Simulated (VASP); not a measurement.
A run of VASP 6.6.1 is set up as follows.

File INCAR:

```
SYSTEM = Nb
PREC     = Accurate       ! precision mode
ENCUT    = 520            ! plane-wave cutoff, eV
EDIFF    = 1E-6           ! SCF threshold, eV
ISMEAR   = -1             ! smearing method
SIGMA    = 0.05           ! smearing width, eV
LREAL    = .FALSE.        ! projectors in reciprocal space
LASPH    = .TRUE.         ! aspherical terms in the spheres
NELM     = 100            ! most SCF steps
ALGO     = Normal         ! electronic algorithm
ISIF     = 2              ! what is computed and relaxed
LWAVE    = .FALSE.        ! write WAVECAR
LCHARG   = .TRUE.         ! write CHGCAR
GGA      = CA             ! functional
LELF     = .TRUE.         ! ELF
LVHAR    = .TRUE.       
NBANDS   = 12             ! bands
```

The input KPOINTS:

```
Automatic mesh
0
G
  18 18 18
  0 0 0
```

The input POSCAR:

```
Nb
1.0
    0.0000000000      1.7457482590      1.7457482590
    1.7457482590      0.0000000000      1.7457482590
    1.7457482590      1.7457482590      0.0000000000
Nb
1
Direct
    0.0000000000      0.0000000000      0.0000000000
```

Potentials or basis: VASP PAW LDA potentials, release 64 (Nb_sv).

Command:

```console
$ cat potpaw_LDA.64/Nb_sv/POTCAR > POTCAR
$ mpirun -np 1 vasp_std > vasp.out
```

(1) Predict the pressure.

Answers

(1) 222.9 GPa.
